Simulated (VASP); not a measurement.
# CaCu3 (Pm-3m) in VASP: a series of runs

Runs on CaCu3. Level: PBE. Tasks: single point, relaxation of cell and atoms.

Program: VASP 6.6.1. These are calculated values, not measurements. Logs are shortened: lines on timing, memory, paths and dates and some standing lists are left out, and cuts for length are marked.

**1. The cell of the first run**

Symmetry: Pm-3m, No. 221, cubic system. The conventional cell has a = 4.022 Å, b = 4.022 Å, c = 4.022 Å, α = 90.00°, β = 90.00°, γ = 90.00°. Ca (site symmetry m-3m) has 12 Cu at 2.84 Å within 3.7 Å. Within 3.7 Å of Cu (site symmetry 4/mmm) lie 4 Ca at 2.84 Å and 8 Cu at 2.84 Å.

**2. Single point, PBE**

Contents of INCAR:

```
  ALGO = Fast
  EDIFF = 1E-6
  ENCUT = 520
  GGA = PE
  ISIF = 2
  ISMEAR = 0
  LASPH = T
  LCHARG = T
  LELF = T
  LREAL = F
  LVHAR = T
  LWAVE = F
  NBANDS = 30
  NELM = 60
  PREC = Accurate
  SIGMA = 0.1
```

Contents of KPOINTS:

```
k-points
0
Gamma
  4 4 4
```

Contents of POSCAR:

```
CaCu3
1.0
    4.0216231276      0.0000000000      0.0000000000
    0.0000000000      4.0216231276      0.0000000000
    0.0000000000      0.0000000000      4.0216231276
Ca Cu
1 3
Direct
    0.0000000000      0.0000000000      0.0000000000
    0.0000000000      0.5000000000      0.5000000000
    0.5000000000      0.0000000000      0.5000000000
    0.5000000000      0.5000000000      0.0000000000
```

Potentials or basis: VASP PAW PBE potentials, release 64 (Ca_sv, Cu).

The run is started by

```console
$ cat potpaw_PBE.64/Ca_sv/POTCAR potpaw_PBE.64/Cu/POTCAR > POTCAR
$ mpirun -np 1 vasp_std > vasp.out
```

OUTCAR:

```text
EDIFF = 1E-6
   ENCUT = 520
   GGA = PE
   ISIF = 2
   ISMEAR = 0
   LASPH = T
   LREAL = F
   NELM = 60
   PREC = Accurate

 ion  position               nearest neighbor table
   1  0.000  0.000  0.000-   2 2.84   3 2.84   4 2.84   2 2.84   3 2.84   2 2.84   4 2.84   2 2.84
                             3 2.84   4 2.84   3 2.84   4 2.84
   2  0.000  0.500  0.500-   1 2.84   1 2.84   1 2.84   1 2.84
   3  0.500  0.000  0.500-   1 2.84   1 2.84   1 2.84   1 2.84
   4  0.500  0.500  0.000-   1 2.84   1 2.84   1 2.84   1 2.84

  LATTYP: Found a simple cubic cell.
 ALAT       =     4.0216231276

  Lattice vectors:

 A1 = (   4.0216231276,   0.0000000000,   0.0000000000)
 A2 = (   0.0000000000,   4.0216231276,   0.0000000000)
 A3 = (   0.0000000000,   0.0000000000,   4.0216231276)

Analysis of symmetry for initial positions (statically):
=====================================================================
 Subroutine PRICEL returns:
 Original cell was already a primitive cell.

 Routine SETGRP: Setting up the symmetry group for a
 simple cubic supercell.

 Subroutine GETGRP returns: Found 48 space group operations
 (whereof 48 operations were pure point group operations)
 out of a pool of 48 trial point group operations.

The static configuration has the point symmetry O_h .

Analysis of symmetry for dynamics (positions and initial velocities):
=====================================================================
 Subroutine PRICEL returns:
 Original cell was already a primitive cell.

 Routine SETGRP: Setting up the symmetry group for a
 simple cubic supercell.

 Subroutine GETGRP returns: Found 48 space group operations
 (whereof 48 operations were pure point group operations)
 out of a pool of 48 trial point group operations.

The dynamic configuration has the point symmetry O_h .

 Subroutine INISYM returns: Found 48 space group operations
 (whereof 48 operations are pure point group operations),
 and found     1 'primitive' translations

----------------------------------------------------------------------------------------

                                     Primitive cell

  volume of cell :      65.0435

  direct lattice vectors                    reciprocal lattice vectors
     4.021623128  0.000000000  0.000000000     0.248655821  0.000000000  0.000000000
     0.000000000  4.021623128  0.000000000     0.000000000  0.248655821  0.000000000
     0.000000000  0.000000000  4.021623128     0.000000000  0.000000000  0.248655821

  length of vectors
     4.021623128  4.021623128  4.021623128     0.248655821  0.248655821  0.248655821

  position of ions in fractional coordinates (direct lattice)
     0.000000000  0.000000000  0.000000000
     0.000000000  0.500000000  0.500000000
     0.500000000  0.000000000  0.500000000
     0.500000000  0.500000000  0.000000000

  ion indices of the primitive-cell ions
   primitive index   ion index
                 1           1
                 2           2
                 3           3
                 4           4

----------------------------------------------------------------------------------------

 KPOINTS: k-points

Automatic generation of k-mesh.
 Grid dimensions read from file:
 generate k-points for:    4    4    4

 Generating k-lattice:

  Cartesian coordinates                     Fractional coordinates (reciprocal lattice)
     0.062163955  0.000000000  0.000000000     0.250000000  0.000000000  0.000000000
     0.000000000  0.062163955  0.000000000     0.000000000  0.250000000  0.000000000
     0.000000000  0.000000000  0.062163955     0.000000000  0.000000000  0.250000000

  Length of vectors
     0.062163955  0.062163955  0.062163955

  Shift w.r.t. Gamma in fractional coordinates (k-lattice)
     0.000000000  0.000000000  0.000000000

 Subroutine IBZKPT returns following result:
 ===========================================

 Found     10 irreducible k-points:

 Following reciprocal coordinates:
            Coordinates               Weight
  0.000000  0.000000  0.000000      1.000000
  0.250000  0.000000  0.000000      6.000000
  0.500000  0.000000  0.000000      3.000000
  0.250000  0.250000  0.000000     12.000000
  0.500000  0.250000  0.000000     12.000000
  0.500000  0.500000  0.000000      3.000000
  0.250000  0.250000  0.250000      8.000000
  0.500000  0.250000  0.250000     12.000000
  0.500000  0.500000  0.250000      6.000000
  0.500000  0.500000  0.500000      1.000000
   k-points           NKPTS =     10   k-points in BZ     NKDIM =     10   number of bands    NBANDS=     30
   number of dos      NEDOS =    301   number of ions     NIONS =      4
   total plane-waves  NPLWV =  27000
   dimension x,y,z NGX =    30 NGY =   30 NGZ =   30
   dimension x,y,z NGXF=    60 NGYF=   60 NGZF=   60
   ions per type =               1   3
   NGX,Y,Z   is equivalent  to a cutoff of  12.40, 12.40, 12.40 a.u.
   NGXF,Y,Z  is equivalent  to a cutoff of  24.80, 24.80, 24.80 a.u.
 SYSTEM =  unknown system
   PREC   = accura    normal or accurate (medium, high low for compatibility)
   ISTART =      0    job   : 0-new  1-cont  2-samecut
   ICHARG =      2    charge: 1-file 2-atom 10-const
   ISPIN  =      1    spin polarized calculation?
   LNONCOLLINEAR =      F non collinear calculations
   LSORBIT =      F    spin-orbit coupling
   LASPH  =      T    aspherical Exc in radial PAW
   ENCUT  =  520.0 eV  38.22 Ry    6.18 a.u.   7.48  7.48  7.48*2*pi/ulx,y,z
   NELM   =     60;   NELMIN=  2; NELMDL= -5     # of ELM steps
   EDIFF  = 0.1E-05   stopping-criterion for ELM
   LREAL  =      F    real-space projection
   EDIFFG = 0.1E-04   stopping-criterion for IOM
   NSW    =      0    number of steps for IOM
   IBRION =     -1    ionic relax: 0-MD 1-quasi-New 2-CG
   NFREE  =      0    steps in history (QN), initial steepest desc. (CG)
   ISIF   =      2    stress and relaxation
   ISYM   =      2    0-nonsym 1-usesym 2-fastsym
   POTIM  = 0.5000    time-step for ionic-motion
   TEBEG  =    0.0;   TEEND  =   0.0 temperature during run
   PSTRESS=    0.0 pullay stress
   NELECT =      43.0000    total number of electrons
   NUPDOWN=      -1.0000    fix difference up-down
   EMIN   =  10.00;   EMAX   =-10.00  energy-range for DOS
   EFERMI =   0.00;   METHOD = LEGACY
   ISMEAR =     0;   SIGMA  =   0.10  broadening in eV -4-tet -1-fermi 0-gaus
   EFERMI_NEDOS =   21; number of points for ismear=-14 and -15
   IALGO  =     68    algorithm
   IMIX   =      4    mixing-type and parameters
     AMIX     =   0.40;   BMIX     =  1.00
     AMIX_MAG =   1.60;   BMIX_MAG =  1.00
  volume/ion in A,a.u.               =      16.26       109.73
  Fermi-wavevector in a.u.,A,eV,Ry     =   1.426143  2.695019 27.672654  2.033883
  Thomas-Fermi vector in A             =   2.546451
   LORBIT       =      0    0 simple, 1 ext, 2 COOP (PROOUT), +10 PAW based schemes
   GGA     = PE    functional components
   LHFCALC =     F    Hartree Fock is set to
   AEXX    =    0.0000 exact exchange contribution
   IVDW    =     0    specifies the selected vdW correction
   LEPSILON=     F    determine dielectric tensor
   LRPA    =     F    only Hartree local field effects (RPA)
 non-spin polarized calculation
 RMM-DIIS sequential band-by-band and
 Gauss-broadening in eV      SIGMA  =   0.10
  energy-cutoff  :      520.00
  volume of cell :       65.04
 maximum number of plane-waves:      1763
 NGX is ok and might be reduce to    30
   NGX = 15   NGY = 15   NGZ = 15

 number of electron      43.0000027 magnetization

 Free energy of the ion-electron system (eV)
  ---------------------------------------------------
  ext. energy  EPLUGINS =         0.00000000
  ---------------------------------------------------
  free energy    TOTEN  =       -12.40967410 eV

  energy without entropy =      -12.39064913  energy(sigma->0) =      -12.40016161

 E-fermi :   5.2832     XC(G=0): -11.1007

 val. band max:        5.2354998183   @ k =   0.2500   0.2500   0.2500
 cond. band min:       5.3057821798   @ k =   0.2500   0.2500   0.2500
 fundamental gap:      0.0702823615
 Fermi energy:         5.2832375590

 k-point     1 :       0.0000    0.0000    0.0000
  band No.  band energies     occupation
      1     -34.7622      2.00000
      2     -15.8509      2.00000
      3     -15.8509      2.00000
      4     -15.8509      2.00000
      5      -1.8348      2.00000
      6       1.3960      2.00000
[... 22 lines left out ...]
     29      13.3965      0.00000
     30      14.1635      0.00000

 k-point     2 :       0.2500    0.0000    0.0000
  band No.  band energies     occupation
      1     -34.7597      2.00000
      2     -15.9002      2.00000
      3     -15.8495      2.00000
      4     -15.8495      2.00000
      5      -1.1873      2.00000
      6       1.4636      2.00000
[... 22 lines left out ...]
     29      11.7001      0.00000
     30      13.5211      0.00000

 k-point     3 :       0.5000    0.0000    0.0000
  band No.  band energies     occupation
      1     -34.7573      2.00000
      2     -15.9488      2.00000
      3     -15.8480      2.00000
      4     -15.8480      2.00000
      5       0.2449      2.00000
      6       0.7967      2.00000
[... 22 lines left out ...]
     29      11.3897      0.00000
     30      12.6438      0.00000

 k-point     4 :       0.2500    0.2500    0.0000
  band No.  band energies     occupation
      1     -34.7575      2.00000
      2     -15.8988      2.00000
      3     -15.8917      2.00000
      4     -15.8479      2.00000
      5      -0.5906      2.00000
      6       1.6972      2.00000
[... 154 lines left out ...]
     29      12.3609      0.00000
     30      12.5232      0.00000

 k-point     9 :       0.5000    0.5000    0.2500
  band No.  band energies     occupation
      1     -34.7514      2.00000
      2     -15.9235      2.00000
      3     -15.9235      2.00000
      4     -15.8802      2.00000
      5       1.3626      2.00000
      6       1.4077      2.00000
[... 22 lines left out ...]
     29      13.1512      0.00000
     30      13.3313      0.00000

 k-point    10 :       0.5000    0.5000    0.5000
  band No.  band energies     occupation
      1     -34.7496      2.00000
      2     -15.9152      2.00000
      3     -15.9152      2.00000
      4     -15.9152      2.00000
      5       1.2128      2.00000
      6       1.2128      2.00000
[... 22 lines left out ...]
     29      13.1481      0.00000
     30      13.2403      0.00000

------------------------ aborting loop because EDIFF is reached ----------------------------------------

  FORCE on cell =-STRESS in cart. coord.  units (eV):
  Direction    XX          YY          ZZ          XY          YZ          ZX
  --------------------------------------------------------------------------------------
  -------------------------------------------------------------------------------------
  Total        0.8686188      0.8686188      0.8686188      0.0000000      0.0000000      0.0000000
  in kB       21.3961522     21.3961522     21.3961522      0.0000000      0.0000000      0.0000000
  external PRESSURE =      21.3961522 kB  Pullay stress =       0.0000000 kB

 VOLUME and BASIS-vectors are now :
 -----------------------------------------------------------------------------
  energy-cutoff  :      520.00
  volume of cell :       65.04
      direct lattice vectors                 reciprocal lattice vectors
     4.021623128  0.000000000  0.000000000     0.248655821  0.000000000  0.000000000
     0.000000000  4.021623128  0.000000000     0.000000000  0.248655821  0.000000000
     0.000000000  0.000000000  4.021623128     0.000000000  0.000000000  0.248655821

 POSITION                                       TOTAL-FORCE (eV/Angst)
 -----------------------------------------------------------------------------------
      0.00000      0.00000      0.00000         0.000000      0.000000      0.000000
      0.00000      2.01081      2.01081         0.000000      0.000000      0.000000
      2.01081      0.00000      2.01081         0.000000      0.000000      0.000000
      2.01081      2.01081      0.00000         0.000000      0.000000      0.000000
 -----------------------------------------------------------------------------------
    total drift:                                0.000000      0.000000     -0.000000

  FREE ENERGIE OF THE ION-ELECTRON SYSTEM (eV)
  ---------------------------------------------------
  free  energy   TOTEN  =       -12.4096740955 eV

  energy  without entropy=      -12.3906491270  energy(sigma->0) =      -12.40016161
```

Wall time 18 s (1 thread of Intel Xeon 6975P-C (Granite Rapids), shared host); peak memory 0.17 GiB.

What came out:

| Property | Result |
| --- | --- |
| Free energy | -12.4097 eV |
| Pressure | 2.1 GPa |
| Band gap on the k mesh | zero (an odd number of electrons rules out a gap without spin polarisation) |

Levels at points of the mesh, in eV from the Fermi level:
```tsv
k point	band 19	band 20	band 21	band 22	band 23	band 24
(0.00, 0.00, 0.00)	-1.88	-1.88	1.84	1.84	2.01	2.01
(0.50, 0.00, 0.00)	-2.38	-2.15	-1.88	1.90	1.90	2.04
(0.50, 0.50, 0.00)	-2.45	-2.32	-1.11	-0.67	-0.67	2.90
(0.50, 0.50, 0.50)	-2.01	-0.67	0.33	0.33	0.33	0.45
```

Caveat: the k points lie up to 0.39 Å⁻¹ apart, too coarse for converged energies and pressures of a metal.

**3. Single point, PBE**

This run uses another cell than the first one, of 16.81 Å³/atom.

Contents of INCAR:

```
SYSTEM = CaCu3
ALGO = Fast
EDIFF = 1E-6
ENCUT = 520
GGA = PE
ISIF = 2
ISMEAR = 0
LASPH = .True.
LCHARG = .False.
LREAL = .False.
LWAVE = .False.
NBANDS = 30
NELM = 100
PREC = Accurate
SIGMA = 0.1
```

Contents of KPOINTS:

```
k-points
0
Gamma
  12 12 12
  0 0 0
```

Contents of POSCAR:

```
CaCu3
1.0
    4.0662997736      0.0000000000      0.0000000000
    0.0000000000      4.0662997736      0.0000000000
    0.0000000000      0.0000000000      4.0662997736
Ca Cu
1 3
Direct
    0.0000000000      0.0000000000      0.0000000000
    0.0000000000      0.5000000000      0.5000000000
    0.5000000000      0.0000000000      0.5000000000
    0.5000000000      0.5000000000      0.0000000000
```

Potentials or basis: VASP PAW PBE potentials, release 64 (Ca_sv, Cu).

The run is started by

```console
$ cat potpaw_PBE.64/Ca_sv/POTCAR potpaw_PBE.64/Cu/POTCAR > POTCAR
$ mpirun -np 1 vasp_std > vasp.out
```

Run time: 1.9 min. Hardware: 1 thread of Intel Xeon 6975P-C (Granite Rapids), shared host; peak memory 0.27 GiB.

The run converged. Its results:

* Free energy: -12.4843 eV
* Pressure: 0.5 GPa
* Band gap on the k mesh: zero (an odd number of electrons rules out a gap without spin polarisation)

Levels at points of the mesh, in eV from the Fermi level:
| k point | band 19 | band 20 | band 21 | band 22 | band 23 | band 24 |
| --- | --- | --- | --- | --- | --- | --- |
| (0.00, 0.00, 0.00) | -1.95 | -1.95 | 1.64 | 1.64 | 1.82 | 1.82 |
| (0.50, 0.00, 0.00) | -2.42 | -2.21 | -1.95 | 1.73 | 1.73 | 1.87 |
| (0.50, 0.50, 0.00) | -2.51 | -2.36 | -1.22 | -0.82 | -0.82 | 2.71 |
| (0.50, 0.50, 0.50) | -2.07 | -0.73 | 0.16 | 0.16 | 0.16 | 0.27 |

[end of part 1 of 2]
